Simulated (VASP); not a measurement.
# TiO2: single point with PBE

Crystal: TiO2.

```xyz
6
Lattice="4.5998 0.0000 0.0000 0.0000 4.5998 0.0000 0.0000 0.0000 2.9592" Properties=species:S:1:pos:R:3 pbc="T T T"
Ti    2.2999    2.2999    0.0000
Ti    0.0000    0.0000    1.4796
O     3.2000    3.2000    1.4796
O     3.6997    0.9001    0.0000
O     0.9001    3.6997    0.0000
O     1.3998    1.3998    1.4796
```

- Program: VASP 6.6.1
- Task: single point
- Functional: PBE
- Potentials or basis: VASP PAW PBE potentials, release 64 (Ti_sv, O)
- Cutoff: 520 eV
- k mesh: 7 × 7 × 11
- Occupations: fermi-dirac, width 0.01 eV
- Spin: no spin polarisation
- Dipole correction: no
- Further INCAR settings: ALGO = Normal; EDIFF = 1e-07; NBANDS = 33

```
Pressure               : 4.9 GPa
Largest force          : 0.021 eV/Å
Band gap on the k mesh : 1.84 eV, direct
```

Forces in eV/Å, atoms in the order of the input:
```
Ti   0.000  0.000  0.000
Ti   0.000  0.000  0.000
O    0.015  0.015  0.000
O   -0.015  0.015  0.000
O    0.015 -0.015  0.000
O   -0.015 -0.015  0.000
```

Stress tensor (GPa, compression positive):
```
5.10 0.00 0.00
0.00 5.10 0.00
0.00 0.00 4.58
```

Levels at points of the mesh, in eV from the valence-band top:
```csv
k point,band 21,band 22,band 23,band 24,band 25,band 26,band 27,band 28
"(0.00, 0.00, 0.00)",-0.71,-0.46,-0.46,0.00,1.84,2.13,2.37,2.47
```

It took 2.5 min on 1 thread of AMD EPYC 7R43 64-Core Processor (Zen 3), on a shared host, peak memory 0.19 GiB.

A k mesh can miss the band edges.
